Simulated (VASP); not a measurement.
Here is a VASP 6.6.1 calculation.

File INCAR:

```
PREC = Accurate ; ENCUT = 520
EDIFF = 1E-6 ; ISMEAR = -1
SIGMA = 0.1 ; LREAL = F
LASPH = T ; NELM = 150
ALGO = Normal ; ISIF = 2
LWAVE = F ; LCHARG = F
ISPIN = 2 ; MAGMOM = 7.27 7.27 3.14 -0.02 -0.02 -0.02 -0.02 -0.02 -0.02
LORBIT = 11 ; LMAXMIX = 6
GGA = PE ; NBANDS = 40
```

KPOINTS

```
Automatic mesh
0
Gamma
  4 4 5
```

POSCAR

```
Eu2CrH6
1.0
    5.4449455800      0.0000000000      0.0000000000
   -2.7224727900      4.7154639900      0.0000000000
    0.0000000000      0.0000000000      4.0547464900
Eu Cr H
2 1 6
Direct
    0.3333000000      0.6667000000      0.2641000000
    0.6667000000      0.3333000000      0.7359000000
    0.0000000000      0.0000000000      0.0000000000
    0.8221000000      0.1779000000      0.2430000000
    0.8221000000      0.6442000000      0.2430000000
    0.3558000000      0.1779000000      0.2430000000
    0.1779000000      0.8221000000      0.7570000000
    0.6442000000      0.8221000000      0.7570000000
    0.1779000000      0.3558000000      0.7570000000
```

Potentials or basis: VASP PAW PBE potentials, release 64 (Eu, Cr_pv, H).

Command:

```bash
$ cat potpaw_PBE.64/Eu/POTCAR potpaw_PBE.64/Cr_pv/POTCAR potpaw_PBE.64/H/POTCAR > POTCAR
$ mpirun -np 1 vasp_std > vasp.out
```

What does it give for the site moments?

Eu +6.61; Cr +3.57; H -0.03 μB.

Predict the net moment.

17.90 μB per cell.

Estimate the largest force.

0.347 eV/Å.

Predict the pressure.

-3.4 GPa.

Stress tensor (GPa, compression positive):
```
-4.34  0.00  0.00
 0.00 -4.34  0.00
 0.00  0.00 -1.62
```

Caveat: the cell stands under tension. The state reached can hang on the start; a lower one may exist.
